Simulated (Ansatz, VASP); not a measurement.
**NiO: VASP beside Ansatz**

```
Ni O
1.0
     0.00000    2.10997    2.10997
     2.10997    0.00000    2.10997
     2.10997    2.10997    0.00000
Ni O
1 1
Direct
  0.00000 0.00000 0.00000
  0.50000 0.50000 0.50000
```

Alike in both runs: task single point; functional r2SCAN; k mesh 14 × 14 × 14; occupations gaussian, width 0.05 eV; collinear spin.

|  | VASP | Ansatz |
| --- | --- | --- |
| version | VASP 6.6.1 | Ansatz 0.2.0 |
| potentials or method | VASP PAW PBE potentials, release 64 (Ni, O), cutoff 520 eV | scalar-relativistic, plane waves, PAW |
| valence electrons in the cell | 16 | 24 |

```csv
,VASP,Ansatz,Ansatz less VASP
gap on the k mesh at the Fermi level (eV),0.81,0.90,+0.084
least direct gap on the mesh (eV),1.66,1.74,+0.079
pressure (GPa),-4.5,-4.6,-0.06
net moment per atom (μB),1.00,1.00,0.000
size of the moment on the site where the two differ most (μB),1.70,1.67,-0.023
```

VASP's potentials were made for PBE, not for r2SCAN. Site moments also hang on the region over which each program counts them. The functional is the same, so the differences come from potentials, cutoffs and numerics. VASP's potentials hold 16 valence electrons a cell and Ansatz's 24, so a difference there can come from the potentials and not from the codes. Ansatz's warnings: stability check not made.
